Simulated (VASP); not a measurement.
A run of VASP 6.6.1:

INCAR

```
PREC = Accurate ; ENCUT = 600
EDIFF = 1E-6 ; ISMEAR = -1
SIGMA = 0.0759 ; LREAL = F
LASPH = T ; NELM = 60
ALGO = Normal ; ISIF = 3
LWAVE = F ; LCHARG = F
GGA = PS ; IBRION = 2
NSW = 100 ; EDIFFG = -0.01
```

KPOINTS

```
regular mesh
0
Gamma
  5 5 5
```

POSCAR

```
Tl2SnCl6
1.0
    0.0000000000      4.9924640000      4.9924640000
    4.9924640000      0.0000000000      4.9924640000
    4.9924640000      4.9924640000      0.0000000000
Sn Tl Cl
1 2 6
Direct
    0.0000000000      0.0000000000      0.0000000000
    0.2500000000      0.2500000000      0.2500000000
    0.7500000000      0.7500000000      0.7500000000
    0.7600000000      0.2400000000      0.2400000000
    0.2400000000      0.7600000000      0.2400000000
    0.2400000000      0.7600000000      0.7600000000
    0.7600000000      0.2400000000      0.7600000000
    0.2400000000      0.2400000000      0.7600000000
    0.7600000000      0.7600000000      0.2400000000
```

Potentials or basis: VASP PAW PBE potentials, release 64 (Sn_d, Tl_d, Cl).

The run is started by

```sh
$ cat potpaw_PBE.64/Sn_d/POTCAR potpaw_PBE.64/Tl_d/POTCAR potpaw_PBE.64/Cl/POTCAR > POTCAR
$ mpirun -np 1 vasp_std > vasp.out
```

Hardware: 1 thread of Intel(R) Xeon(R) Platinum 8124M CPU @ 3.00GHz (Skylake/Cascade Lake) (shared host).

**Question.** Estimate the wall time of this run.

**Answer.** It took 18 min on 1 thread of Intel(R) Xeon(R) Platinum 8124M CPU @ 3.00GHz (Skylake/Cascade Lake), on a shared host, peak memory 0.55 GiB. Counts: scf iterations 86, k points 10, ion steps 11.
